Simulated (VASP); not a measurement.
# MgTiCl6 (P1) in VASP: single point with PBEsol

Aim: the single point of MgTiCl6 with PBEsol.

Program: VASP 6.6.1. These are calculated values, not measurements. Logs are shortened: lines on timing, memory, paths and dates and some standing lists are left out, and cuts for length are marked.

## 1. The cell of the first run

The typed cell holds 8 atoms: a = 6.471 Å, b = 6.470 Å, c = 7.089 Å, α = 105.16°, β = 105.16°, γ = 44.94°.

## 2. Single point, PBEsol

INCAR

```
SYSTEM = MgTiCl6
  PREC = Accurate
  ENCUT = 520
  EDIFF = 1E-6
  ISMEAR = -1
  SIGMA = 0.05
  LREAL = .False.
  LASPH = .True.
  NELM = 80
  ALGO = Normal
  ISIF = 2
  LWAVE = .False.
  LCHARG = .False.
  GGA = PS
  NBANDS = 38
```

KPOINTS

```
Automatic mesh
0
Gamma
  4 4 2
  0 0 0
```

POSCAR

```
MgTiCl6
1.0
    5.9788437740      2.4302948920     -0.4634886635
    2.5021355509      5.9485579350     -0.4683566120
   -1.0500798918     -1.0292991877      6.9350996105
Mg Ti Cl
1 1 6
Direct
    0.1251306723     -0.1158021970      0.5079323151
    0.1957448316     -0.1864137600      0.0079299546
    0.6327759831      0.3765801237      0.0078773526
    0.6264609289      0.3828105350      0.5081217375
    0.2653630282      0.0274164070      0.3018370585
    0.2654820797      0.0266228366      0.8487101111
   -0.0174655684      0.7440357043      0.1671507758
   -0.0180906098      0.7439862089      0.7140452031
```

Potentials or basis: VASP PAW PBE potentials, release 64 (Mg, Ti_sv, Cl).

The run is started by

```
cat potpaw_PBE.64/Mg/POTCAR potpaw_PBE.64/Ti_sv/POTCAR potpaw_PBE.64/Cl/POTCAR > POTCAR
mpirun -np 1 vasp_std > vasp.out
```

OUTCAR:

```text
SYSTEM = MgTiCl6
   PREC = Accurate
   ENCUT = 520
   EDIFF = 1E-6
   ISMEAR = -1
   LREAL = .False.
   LASPH = .True.
   NELM = 80
   ISIF = 2
   GGA = PS

 ion  position               nearest neighbor table
   1  0.125  0.884  0.508-   4 2.47   4 2.48   7 2.53   6 2.53   5 2.53   8 2.53
   2  0.196  0.814  0.008-   3 2.16   6 2.31   7 2.31   8 2.31   5 2.31   3 2.78
   3  0.633  0.377  0.008-   2 2.16   2 2.78
   4  0.626  0.383  0.508-   1 2.47   1 2.48
   5  0.265  0.027  0.302-   2 2.31   1 2.53
   6  0.265  0.027  0.849-   2 2.31   1 2.53
   7  0.983  0.744  0.167-   2 2.31   1 2.53
   8  0.982  0.744  0.714-   2 2.31   1 2.53

  LATTYP: Found a triclinic cell.
 ALAT       =     6.4705276351
 B/A-ratio  =     1.8627439277
 C/A-ratio  =     0.7644324496
 COS(alpha) =     0.0001112052
 COS(beta)  =     0.3822528775
 COS(gamma) =     0.7630234921

  Lattice vectors:

 A1 = (   5.9788437740,   2.4302948920,  -0.4634886635)
 A2 = (   7.4308994331,   7.3495536393,   6.0032543350)
 A3 = (   3.4767082231,  -3.5182630430,   0.0048679485)

Analysis of symmetry for initial positions (statically):
=====================================================================
 Subroutine PRICEL returns:
 Original cell was already a primitive cell.

 Routine SETGRP: Setting up the symmetry group for a
 triclinic supercell.

 Subroutine GETGRP returns: Found  1 space group operations
 (whereof  1 operations were pure point group operations)
 out of a pool of  2 trial point group operations.

The static configuration has the point symmetry C_1 .

Analysis of symmetry for dynamics (positions and initial velocities):
=====================================================================
 Subroutine PRICEL returns:
 Original cell was already a primitive cell.

 Routine SETGRP: Setting up the symmetry group for a
 triclinic supercell.

 Subroutine GETGRP returns: Found  1 space group operations
 (whereof  1 operations were pure point group operations)
 out of a pool of  2 trial point group operations.

The dynamic configuration has the point symmetry C_1 .

 Subroutine INISYM returns: Found  1 space group operations
 (whereof  1 operations are pure point group operations),
 and found     1 'primitive' translations

----------------------------------------------------------------------------------------

                                     Primitive cell

  volume of cell :     201.0899

  direct lattice vectors                    reciprocal lattice vectors
     5.978843774  2.430294892 -0.463488664     0.202753868 -0.083846798  0.018255588
     2.502135551  5.948557935 -0.468356612    -0.081442507  0.203775373  0.017912459
    -1.050079892 -1.029299188  6.935099611     0.008050351  0.008158138  0.146623803

  length of vectors
     6.470527635  6.470346338  7.089268736     0.220165127  0.220177521  0.147071081

  position of ions in fractional coordinates (direct lattice)
     0.125130672  0.884197803  0.507932315
     0.195744832  0.813586240  0.007929955
     0.632775983  0.376580124  0.007877353
     0.626460929  0.382810535  0.508121737
     0.265363028  0.027416407  0.301837058
     0.265482080  0.026622837  0.848710111
     0.982534432  0.744035704  0.167150776
     0.981909390  0.743986209  0.714045203

  ion indices of the primitive-cell ions
   primitive index   ion index
                 1           1
                 2           2
                 3           3
                 4           4
                 5           5
                 6           6
                 7           7
                 8           8

----------------------------------------------------------------------------------------

 KPOINTS: Automatic mesh

Automatic generation of k-mesh.
 Grid dimensions read from file:
 generate k-points for:    4    4    2

 Generating k-lattice:

  Cartesian coordinates                     Fractional coordinates (reciprocal lattice)
     0.050688467 -0.020961700  0.004563897     0.250000000 -0.000000000  0.000000000
    -0.020360627  0.050943843  0.004478115     0.000000000  0.250000000 -0.000000000
     0.004025175  0.004079069  0.073311901     0.000000000  0.000000000  0.500000000

  Length of vectors
     0.055041282  0.055044380  0.073535540

  Shift w.r.t. Gamma in fractional coordinates (k-lattice)
     0.000000000  0.000000000  0.000000000

 Subroutine IBZKPT returns following result:
 ===========================================

 Found     20 irreducible k-points:

 Following reciprocal coordinates:
            Coordinates               Weight
  0.000000  0.000000  0.000000      1.000000
  0.250000 -0.000000 -0.000000      2.000000
  0.500000 -0.000000 -0.000000      1.000000
 -0.000000  0.250000  0.000000      2.000000
  0.250000  0.250000 -0.000000      2.000000
  0.500000  0.250000  0.000000      2.000000
[... 12 lines left out ...]
  0.250000  0.500000  0.500000      2.000000
  0.500000  0.500000  0.500000      1.000000
   k-points           NKPTS =     20   k-points in BZ     NKDIM =     20   number of bands    NBANDS=     38
   number of dos      NEDOS =    301   number of ions     NIONS =      8
   total plane-waves  NPLWV = 124416
   dimension x,y,z NGX =    48 NGY =   48 NGZ =   54
   dimension x,y,z NGXF=    96 NGYF=   96 NGZF=  108
   ions per type =               1   1   6
   NGX,Y,Z   is equivalent  to a cutoff of  12.33, 12.33, 12.66 a.u.
   NGXF,Y,Z  is equivalent  to a cutoff of  24.67, 24.67, 25.33 a.u.
 SYSTEM =  MgTiCl6
   PREC   = accura    normal or accurate (medium, high low for compatibility)
   ISTART =      0    job   : 0-new  1-cont  2-samecut
   ICHARG =      2    charge: 1-file 2-atom 10-const
   ISPIN  =      1    spin polarized calculation?
   LNONCOLLINEAR =      F non collinear calculations
   LSORBIT =      F    spin-orbit coupling
   LASPH  =      T    aspherical Exc in radial PAW
   ENCUT  =  520.0 eV  38.22 Ry    6.18 a.u.  12.03 12.03 13.18*2*pi/ulx,y,z
   NELM   =     80;   NELMIN=  2; NELMDL= -5     # of ELM steps
   EDIFF  = 0.1E-05   stopping-criterion for ELM
   LREAL  =      F    real-space projection
   EDIFFG = 0.1E-04   stopping-criterion for IOM
   NSW    =      0    number of steps for IOM
   IBRION =     -1    ionic relax: 0-MD 1-quasi-New 2-CG
   NFREE  =      0    steps in history (QN), initial steepest desc. (CG)
   ISIF   =      2    stress and relaxation
   ISYM   =      2    0-nonsym 1-usesym 2-fastsym
   POTIM  = 0.5000    time-step for ionic-motion
   TEBEG  =    0.0;   TEEND  =   0.0 temperature during run
   PSTRESS=    0.0 pullay stress
   NELECT =      56.0000    total number of electrons
   NUPDOWN=      -1.0000    fix difference up-down
   EMIN   =  10.00;   EMAX   =-10.00  energy-range for DOS
   EFERMI =   0.00;   METHOD = LEGACY
   ISMEAR =    -1;   SIGMA  =   0.05  broadening in eV -4-tet -1-fermi 0-gaus
   EFERMI_NEDOS =   21; number of points for ismear=-14 and -15
   IALGO  =     38    algorithm
   IMIX   =      4    mixing-type and parameters
     AMIX     =   0.40;   BMIX     =  1.00
     AMIX_MAG =   1.60;   BMIX_MAG =  1.00
  volume/ion in A,a.u.               =      25.14       169.63
  Fermi-wavevector in a.u.,A,eV,Ry     =   1.069073  2.020255 15.550333  1.142917
  Thomas-Fermi vector in A             =   2.204741
   LORBIT       =      0    0 simple, 1 ext, 2 COOP (PROOUT), +10 PAW based schemes
   GGA     = PS    functional components
   LHFCALC =     F    Hartree Fock is set to
   AEXX    =    0.0000 exact exchange contribution
   IVDW    =     0    specifies the selected vdW correction
   LEPSILON=     F    determine dielectric tensor
   LRPA    =     F    only Hartree local field effects (RPA)
 non-spin polarized calculation
  energy-cutoff  :      520.00
  volume of cell :      201.09
 maximum number of plane-waves:      5430
   NGX = 25   NGY = 25   NGZ = 27

 number of electron      56.0000003 magnetization

 Free energy of the ion-electron system (eV)
  ---------------------------------------------------
  ext. energy  EPLUGINS =         0.00000000
  ---------------------------------------------------
  free energy    TOTEN  =       -34.76000192 eV

  energy without entropy =      -34.76000179  energy(sigma->0) =      -34.76000185

 E-fermi :   1.1704     XC(G=0):  -8.4017

 val. band max:        0.4027272004   @ k =   0.5000   0.5000  -0.0000
 cond. band min:       1.9256530896   @ k =   0.5000   0.5000  -0.0000
 fundamental gap:      1.5229258892
 Fermi energy:         1.1703732566

 k-point     1 :       0.0000    0.0000    0.0000
  band No.  band energies     occupation
      1     -56.8025      2.00000
      2     -33.1865      2.00000
      3     -33.1135      2.00000
      4     -33.1062      2.00000
      5     -14.3235      2.00000
      6     -13.6190      2.00000
[... 30 lines left out ...]
     37       8.5803      0.00000
     38       9.1749      0.00000

 k-point     2 :       0.2500   -0.0000   -0.0000
  band No.  band energies     occupation
      1     -56.8024      2.00000
      2     -33.1885      2.00000
      3     -33.1134      2.00000
      4     -33.1062      2.00000
      5     -14.1714      2.00000
      6     -13.6576      2.00000
[... 30 lines left out ...]
     37       8.7107      0.00000
     38       9.1349      0.00000

 k-point     3 :       0.5000   -0.0000   -0.0000
  band No.  band energies     occupation
      1     -56.8024      2.00000
      2     -33.1905      2.00000
      3     -33.1134      2.00000
      4     -33.1061      2.00000
      5     -13.8861      2.00000
      6     -13.8247      2.00000
[... 30 lines left out ...]
     37       8.8839      0.00000
     38       9.0391      0.00000

 k-point     4 :      -0.0000    0.2500    0.0000
  band No.  band energies     occupation
      1     -56.8024      2.00000
      2     -33.1885      2.00000
      3     -33.1134      2.00000
      4     -33.1062      2.00000
      5     -14.1714      2.00000
      6     -13.6577      2.00000
[... 30 lines left out ...]
     37       8.7112      0.00000
     38       9.1333      0.00000
[... 539 lines left out ...]
      4     -33.1061      2.00000
      5     -13.8693      2.00000
      6     -13.7609      2.00000
[... 30 lines left out ...]
     37       8.9413      0.00000
     38       8.9753      0.00000

 k-point    19 :       0.2500    0.5000    0.5000
  band No.  band energies     occupation
      1     -56.8024      2.00000
      2     -33.1885      2.00000
      3     -33.1135      2.00000
      4     -33.1062      2.00000
      5     -14.0943      2.00000
      6     -13.5857      2.00000
[... 30 lines left out ...]
     37       9.1278      0.00000
     38       9.3453      0.00000

 k-point    20 :       0.5000    0.5000    0.5000
  band No.  band energies     occupation
      1     -56.8025      2.00000
      2     -33.1865      2.00000
      3     -33.1135      2.00000
      4     -33.1062      2.00000
      5     -14.2215      2.00000
      6     -13.5025      2.00000
[... 30 lines left out ...]
     37       8.9556      0.00000
     38       9.0824      0.00000

------------------------ aborting loop because EDIFF is reached ----------------------------------------

  FORCE on cell =-STRESS in cart. coord.  units (eV):
  Direction    XX          YY          ZZ          XY          YZ          ZX
  --------------------------------------------------------------------------------------
  -------------------------------------------------------------------------------------
  Total       -0.1027290     -0.0968123     -0.1311613      0.0216548      0.0121841      0.0079490
  in kB       -0.8184896     -0.7713487     -1.0450234      0.1725340      0.0970767      0.0633334
  external PRESSURE =      -0.8782872 kB  Pullay stress =       0.0000000 kB

 VOLUME and BASIS-vectors are now :
 -----------------------------------------------------------------------------
  energy-cutoff  :      520.00
  volume of cell :      201.09
      direct lattice vectors                 reciprocal lattice vectors
     5.978843774  2.430294892 -0.463488664     0.202753868 -0.083846798  0.018255588
     2.502135551  5.948557935 -0.468356612    -0.081442507  0.203775373  0.017912459
    -1.050079892 -1.029299188  6.935099611     0.008050351  0.008158138  0.146623803

 POSITION                                       TOTAL-FORCE (eV/Angst)
 -----------------------------------------------------------------------------------
      2.42715      5.04099      3.05044         0.000833     -0.000940      0.000004
      3.19770      5.30722     -0.41678         0.006700     -0.006371     -0.000325
      4.71725      3.76983     -0.41503        -0.003739      0.003001      0.001194
      4.16979      3.27665      3.05423         0.000493      0.000600     -0.002353
      1.33821      0.49732      1.95744        -0.005253     -0.003058      0.013601
      0.76268     -0.07001      5.75037        -0.001249      0.002382     -0.012872
      7.56058      6.64174      0.35534        -0.000739      0.000322      0.013602
      6.98243      6.07701      4.14842         0.002953      0.004065     -0.012850
 -----------------------------------------------------------------------------------
    total drift:                                0.000340      0.000218      0.000328

  FREE ENERGIE OF THE ION-ELECTRON SYSTEM (eV)
  ---------------------------------------------------
  free  energy   TOTEN  =       -34.7600019192 eV

  energy  without entropy=      -34.7600017881  energy(sigma->0) =      -34.76000185
```

It took 2.5 min on 1 thread of Intel Xeon Platinum 8488C (Sapphire Rapids), shared host; peak memory 0.41 GiB.

Results:

| Property | Result |
| --- | --- |
| Free energy | -34.7600 eV |
| Pressure | -0.1 GPa |
| Largest force | 0.015 eV/Å |
| Band gap on the k mesh | 1.52 eV |

Forces on the atoms (eV/Å):
```
Mg   0.001 -0.001  0.000
Ti   0.007 -0.006  0.000
Cl  -0.004  0.003  0.001
Cl   0.000  0.001 -0.002
Cl  -0.005 -0.003  0.014
Cl  -0.001  0.002 -0.013
Cl  -0.001  0.000  0.014
Cl   0.003  0.004 -0.013
```

Levels at points of the mesh, in eV from the valence-band top:
| k point | band 26 | band 27 | band 28 | band 29 | band 30 | band 31 |
| --- | --- | --- | --- | --- | --- | --- |
| (0.00, 0.00, 0.00) | -0.89 | -0.25 | 0.00 | 1.55 | 1.81 | 1.90 |
| (0.50, 0.00, 0.00) | -0.86 | -0.17 | -0.15 | 1.69 | 2.10 | 2.14 |
| (0.00, 0.50, 0.00) | -0.86 | -0.17 | -0.15 | 1.69 | 2.10 | 2.14 |
| (0.50, 0.50, 0.00) | -1.07 | -0.38 | 0.00 | 1.52 | 1.85 | 1.89 |
| (0.00, 0.00, 0.50) | -1.07 | -0.49 | -0.18 | 1.78 | 1.87 | 1.89 |
| (0.50, 0.00, 0.50) | -0.83 | -0.22 | -0.15 | 1.79 | 2.07 | 2.10 |
| (0.00, 0.50, 0.50) | -0.83 | -0.22 | -0.15 | 1.79 | 2.07 | 2.10 |
| (0.50, 0.50, 0.50) | -1.10 | -0.44 | -0.28 | 1.83 | 1.84 | 1.91 |

Caveat: the k points lie up to 0.46 Å⁻¹ apart; the PAW data sets were made with another functional, which shifts forces and pressure a little.
